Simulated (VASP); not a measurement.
# MgS (Niningerite) (P1) in VASP: notebook

Runs on MgS (Niningerite). Level: PBEsol. Tasks: single point.

Program: VASP 6.6.1. These are calculated values, not measurements. Logs are shortened: lines on timing, memory, paths and dates and some standing lists are left out, and cuts for length are marked.

## Step 1: The cell of the first run

The typed cell holds 2 atoms: a = 3.679 Å, b = 3.679 Å, c = 3.679 Å, α = 60.00°, β = 60.00°, γ = 60.00°.

## Step 2: Single point, PBEsol

Input file INCAR:

```
ALGO = Normal
EDIFF = 1E-6
ENCUT = 600
GGA = PS
GGA_COMPAT = F
ISIF = 2
ISMEAR = 0
LASPH = T
LCHARG = T
LELF = T
LREAL = F
LVHAR = T
LWAVE = F
NBANDS = 11
NELM = 120
PREC = Accurate
SIGMA = 0.02
```

Input file KPOINTS:

```
k-points
0
Gamma
  4 4 4
```

Input file POSCAR:

```
MgS
1.0
    0.0000000000      2.6016500000      2.6016500000
    2.6016500000      0.0000000000      2.6016500000
    2.6016500000      2.6016500000      0.0000000000
Mg S
1 1
Direct
    0.0068323089     -0.0031696943     -0.0020666046
    0.4948203592      0.5024029767      0.5015667135
```

Potentials or basis: VASP PAW PBE potentials, release 64 (Mg, S).

Run with:

```sh
cat potpaw_PBE.64/Mg/POTCAR potpaw_PBE.64/S/POTCAR > POTCAR
mpirun -np 1 vasp_std > vasp.out
```

OUTCAR:

```text
EDIFF = 1E-6
   ENCUT = 600
   GGA = PS
   ISIF = 2
   ISMEAR = 0
   LASPH = T
   LREAL = F
   NELM = 120
   PREC = Accurate

 ion  position               nearest neighbor table
   1  0.007  0.997  0.998-   2 2.58   2 2.58   2 2.59   2 2.62   2 2.62   2 2.63
   2  0.495  0.502  0.502-   1 2.58   1 2.58   1 2.59   1 2.62   1 2.62   1 2.63

  LATTYP: Found a face centered cubic cell.
 ALAT       =     5.2033000000

  Lattice vectors:

 A1 = (   0.0000000000,   2.6016500000,   2.6016500000)
 A2 = (   2.6016500000,   0.0000000000,   2.6016500000)
 A3 = (   2.6016500000,   2.6016500000,   0.0000000000)

Analysis of symmetry for initial positions (statically):
=====================================================================
 Subroutine PRICEL returns:
 Original cell was already a primitive cell.

 Routine SETGRP: Setting up the symmetry group for a
 face centered cubic supercell.

 Subroutine GETGRP returns: Found  1 space group operations
 (whereof  1 operations were pure point group operations)
 out of a pool of 48 trial point group operations.

The static configuration has the point symmetry C_1 .

Analysis of symmetry for dynamics (positions and initial velocities):
=====================================================================
 Subroutine PRICEL returns:
 Original cell was already a primitive cell.

 Routine SETGRP: Setting up the symmetry group for a
 face centered cubic supercell.

 Subroutine GETGRP returns: Found  1 space group operations
 (whereof  1 operations were pure point group operations)
 out of a pool of 48 trial point group operations.

The dynamic configuration has the point symmetry C_1 .

 Subroutine INISYM returns: Found  1 space group operations
 (whereof  1 operations are pure point group operations),
 and found     1 'primitive' translations

----------------------------------------------------------------------------------------

                                     Primitive cell

  volume of cell :      35.2190

  direct lattice vectors                    reciprocal lattice vectors
     0.000000000  2.601650000  2.601650000    -0.192185728  0.192185728  0.192185728
     2.601650000  0.000000000  2.601650000     0.192185728 -0.192185728  0.192185728
     2.601650000  2.601650000  0.000000000     0.192185728  0.192185728 -0.192185728

  length of vectors
     3.679288715  3.679288715  3.679288715     0.332875446  0.332875446  0.332875446

  position of ions in fractional coordinates (direct lattice)
     0.006832309  0.996830306  0.997933395
     0.494820359  0.502402977  0.501566713

  ion indices of the primitive-cell ions
   primitive index   ion index
                 1           1
                 2           2

----------------------------------------------------------------------------------------

 KPOINTS: k-points

Automatic generation of k-mesh.
 Grid dimensions read from file:
 generate k-points for:    4    4    4

 Generating k-lattice:

  Cartesian coordinates                     Fractional coordinates (reciprocal lattice)
    -0.048046432  0.048046432  0.048046432     0.250000000  0.000000000  0.000000000
     0.048046432 -0.048046432  0.048046432     0.000000000  0.250000000  0.000000000
     0.048046432  0.048046432 -0.048046432     0.000000000  0.000000000  0.250000000

  Length of vectors
     0.083218861  0.083218861  0.083218861

  Shift w.r.t. Gamma in fractional coordinates (k-lattice)
     0.000000000  0.000000000  0.000000000

 Subroutine IBZKPT returns following result:
 ===========================================

 Found     36 irreducible k-points:

 Following reciprocal coordinates:
            Coordinates               Weight
  0.000000  0.000000  0.000000      1.000000
  0.250000  0.000000  0.000000      2.000000
  0.000000  0.250000  0.000000      2.000000
  0.000000  0.000000  0.250000      2.000000
  0.250000  0.250000  0.250000      2.000000
  0.500000  0.000000  0.000000      1.000000
[... 16 lines left out ...]
  0.250000  0.500000  0.500000      2.000000
  0.500000  0.000000  0.250000      2.000000
 [... further k-points ...]
   k-points           NKPTS =     36   k-points in BZ     NKDIM =     36   number of bands    NBANDS=     11
   number of dos      NEDOS =    301   number of ions     NIONS =      2
   total plane-waves  NPLWV =  27000
   dimension x,y,z NGX =    30 NGY =   30 NGZ =   30
   dimension x,y,z NGXF=    60 NGYF=   60 NGZF=   60
   ions per type =               1   1
   NGX,Y,Z   is equivalent  to a cutoff of  13.56, 13.56, 13.56 a.u.
   NGXF,Y,Z  is equivalent  to a cutoff of  27.11, 27.11, 27.11 a.u.
 SYSTEM =  unknown system
   PREC   = accura    normal or accurate (medium, high low for compatibility)
   ISTART =      0    job   : 0-new  1-cont  2-samecut
   ICHARG =      2    charge: 1-file 2-atom 10-const
   ISPIN  =      1    spin polarized calculation?
   LNONCOLLINEAR =      F non collinear calculations
   LSORBIT =      F    spin-orbit coupling
   LASPH  =      T    aspherical Exc in radial PAW
   ENCUT  =  600.0 eV  44.10 Ry    6.64 a.u.   7.35  7.35  7.35*2*pi/ulx,y,z
   NELM   =    120;   NELMIN=  2; NELMDL= -5     # of ELM steps
   EDIFF  = 0.1E-05   stopping-criterion for ELM
   LREAL  =      F    real-space projection
   EDIFFG = 0.1E-04   stopping-criterion for IOM
   NSW    =      0    number of steps for IOM
   IBRION =     -1    ionic relax: 0-MD 1-quasi-New 2-CG
   NFREE  =      0    steps in history (QN), initial steepest desc. (CG)
   ISIF   =      2    stress and relaxation
   ISYM   =      2    0-nonsym 1-usesym 2-fastsym
   POTIM  = 0.5000    time-step for ionic-motion
   TEBEG  =    0.0;   TEEND  =   0.0 temperature during run
   PSTRESS=    0.0 pullay stress
   NELECT =       8.0000    total number of electrons
   NUPDOWN=      -1.0000    fix difference up-down
   EMIN   =  10.00;   EMAX   =-10.00  energy-range for DOS
   EFERMI =   0.00;   METHOD = LEGACY
   ISMEAR =     0;   SIGMA  =   0.02  broadening in eV -4-tet -1-fermi 0-gaus
   EFERMI_NEDOS =   21; number of points for ismear=-14 and -15
   IALGO  =     38    algorithm
   IMIX   =      4    mixing-type and parameters
     AMIX     =   0.40;   BMIX     =  1.00
     AMIX_MAG =   1.60;   BMIX_MAG =  1.00
  volume/ion in A,a.u.               =      17.61       118.83
  Fermi-wavevector in a.u.,A,eV,Ry     =   0.998878  1.887606 13.575323  0.997758
  Thomas-Fermi vector in A             =   2.131131
   LORBIT       =      0    0 simple, 1 ext, 2 COOP (PROOUT), +10 PAW based schemes
   GGA     = PS    functional components
   LHFCALC =     F    Hartree Fock is set to
   AEXX    =    0.0000 exact exchange contribution
   IVDW    =     0    specifies the selected vdW correction
   LEPSILON=     F    determine dielectric tensor
   LRPA    =     F    only Hartree local field effects (RPA)
 non-spin polarized calculation
 Gauss-broadening in eV      SIGMA  =   0.02
  energy-cutoff  :      600.00
  volume of cell :       35.22
 maximum number of plane-waves:      1211
 NGX is ok and might be reduce to    30
   NGX = 15   NGY = 15   NGZ = 15

 number of electron       8.0000000 magnetization

 Free energy of the ion-electron system (eV)
  ---------------------------------------------------
  ext. energy  EPLUGINS =         0.00000000
  ---------------------------------------------------
  free energy    TOTEN  =        -9.02059244 eV

  energy without entropy =       -9.02059244  energy(sigma->0) =       -9.02059244

 E-fermi :   3.8449     XC(G=0):  -9.8291

 val. band max:        3.7060594767   @ k =   0.0000   0.0000   0.0000
 cond. band min:       6.3824566854   @ k =   0.5000   0.5000   0.0000
 fundamental gap:      2.6763972087
 Fermi energy:         3.8449445890

 k-point     1 :       0.0000    0.0000    0.0000
  band No.  band energies     occupation
      1      -8.9800      2.00000
      2       3.7036      2.00000
      3       3.7042      2.00000
      4       3.7061      2.00000
      5       7.2839      0.00000
      6      11.5373      0.00000
      7      11.5374      0.00000
      8      11.5393      0.00000
      9      13.9998      0.00000
     10      14.0005      0.00000
     11      15.9752      0.00000

 k-point     2 :       0.2500    0.0000    0.0000
  band No.  band energies     occupation
      1      -8.4117      2.00000
      2       0.8477      2.00000
      3       3.3756      2.00000
      4       3.3762      2.00000
      5       8.5186      0.00000
      6      11.4210      0.00000
      7      11.4213      0.00000
      8      11.9037      0.00000
      9      13.9022      0.00000
     10      13.9023      0.00000
     11      15.4387      0.00000

 k-point     3 :       0.0000    0.2500    0.0000
  band No.  band energies     occupation
      1      -8.4117      2.00000
      2       0.8466      2.00000
      3       3.3756      2.00000
      4       3.3780      2.00000
      5       8.5172      0.00000
      6      11.4211      0.00000
      7      11.4229      0.00000
      8      11.9050      0.00000
      9      13.9007      0.00000
     10      13.9041      0.00000
     11      15.4348      0.00000

 k-point     4 :       0.0000    0.0000    0.2500
  band No.  band energies     occupation
      1      -8.4117      2.00000
      2       0.8464      2.00000
      3       3.3759      2.00000
      4       3.3779      2.00000
      5       8.5170      0.00000
      6      11.4213      0.00000
      7      11.4229      0.00000
      8      11.9052      0.00000
      9      13.9003      0.00000
     10      13.9045      0.00000
     11      15.4342      0.00000
[... 239 lines left out ...]
 k-point    22 :      -0.2500    0.2500   -0.2500
  band No.  band energies     occupation
      1      -7.4811      2.00000
      2      -0.4072      2.00000
      3       1.4489      2.00000
      4       2.4779      2.00000
      5       7.9960      0.00000
      6      10.3375      0.00000
      7      12.3868      0.00000
      8      12.6002      0.00000
      9      16.2345      0.00000
     10      18.2578      0.00000
     11      19.1276      0.00000

 k-point    23 :       0.2500    0.5000    0.5000
  band No.  band energies     occupation
      1      -7.4811      2.00000
      2      -0.4078      2.00000
      3       1.4505      2.00000
      4       2.4766      2.00000
      5       7.9967      0.00000
      6      10.3371      0.00000
      7      12.3872      0.00000
      8      12.5984      0.00000
      9      16.2401      0.00000
     10      18.2576      0.00000
     11      19.1259      0.00000

 k-point    24 :       0.5000    0.0000    0.2500
  band No.  band energies     occupation
      1      -7.4812      2.00000
      2      -0.4064      2.00000
      3       1.4489      2.00000
      4       2.4766      2.00000
      5       7.9966      0.00000
      6      10.3379      0.00000
      7      12.3876      0.00000
      8      12.5972      0.00000
      9      16.2361      0.00000
     10      18.2580      0.00000
     11      19.1282      0.00000

 [... further k-points ...]

------------------------ aborting loop because EDIFF is reached ----------------------------------------

  FORCE on cell =-STRESS in cart. coord.  units (eV):
  Direction    XX          YY          ZZ          XY          YZ          ZX
  --------------------------------------------------------------------------------------
  -------------------------------------------------------------------------------------
  Total       -0.1464867     -0.1491366     -0.1543680      0.0015072     -0.0010530      0.0011653
  in kB       -6.6639572     -6.7845065     -7.0224917      0.0685632     -0.0479033      0.0530107
  external PRESSURE =      -6.8236518 kB  Pullay stress =       0.0000000 kB

 VOLUME and BASIS-vectors are now :
 -----------------------------------------------------------------------------
  energy-cutoff  :      600.00
  volume of cell :       35.22
      direct lattice vectors                 reciprocal lattice vectors
     0.000000000  2.601650000  2.601650000    -0.192185728  0.192185728  0.192185728
     2.601650000  0.000000000  2.601650000     0.192185728 -0.192185728  0.192185728
     2.601650000  2.601650000  0.000000000     0.192185728  0.192185728 -0.192185728

 POSITION                                       TOTAL-FORCE (eV/Angst)
 -----------------------------------------------------------------------------------
      5.18968      2.61405      2.61118         0.065652     -0.059695     -0.045795
      2.61198      2.59225      2.59443        -0.065652      0.059695      0.045795
 -----------------------------------------------------------------------------------
    total drift:                                0.000058     -0.000062     -0.000047

  FREE ENERGIE OF THE ION-ELECTRON SYSTEM (eV)
  ---------------------------------------------------
  free  energy   TOTEN  =        -9.0205924397 eV

  energy  without entropy=       -9.0205924397  energy(sigma->0) =       -9.02059244
```

Wall time 11 s (1 thread of AMD EPYC 9R45 (Zen 5), shared host); peak memory 0.14 GiB.

Results:

| Quantity | Value |
| --- | --- |
| Free energy | -9.0206 eV |
| Pressure | -0.7 GPa |
| Largest force | 0.100 eV/Å |
| Band gap on the k mesh | 2.68 eV, indirect (least direct gap 3.58 eV) |

Forces on the atoms (eV/Å):
```
Mg   0.066 -0.060 -0.046
S   -0.066  0.060  0.046
```

Caveat: the k points lie up to 0.52 Å⁻¹ apart; the PAW data sets were made with another functional, which shifts forces and pressure a little.

[end of part 1 of 2]
